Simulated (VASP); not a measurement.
Input of a VASP 6.6.1 run:

File INCAR:

```
SYSTEM = V
  PREC = Accurate
  ENCUT = 520
  EDIFF = 1E-7
  ISMEAR = -1
  SIGMA = 0.05
  LREAL = .False.
  LASPH = .True.
  NELM = 100
  ALGO = Normal
  ISIF = 2
  LWAVE = .False.
  LCHARG = .False.
  GGA = PE
  NBANDS = 12
```

KPOINTS

```
Automatic mesh
0
Gamma
  21 21 21
  0 0 0
```

File POSCAR:

```
V
1.0
   -1.4984787329      1.4984787329      1.4984787329
    1.4984787329     -1.4984787329      1.4984787329
    1.4984787329      1.4984787329     -1.4984787329
V
1
Direct
    0.0000000000      0.0000000000      0.0000000000
```

Potentials or basis: VASP PAW PBE potentials, release 64 (V_sv).

Launch:

```bash
$ cat potpaw_PBE.64/V_sv/POTCAR > POTCAR
$ mpirun -np 1 vasp_std > vasp.out
```

Predict the pressure.

0.2 GPa.
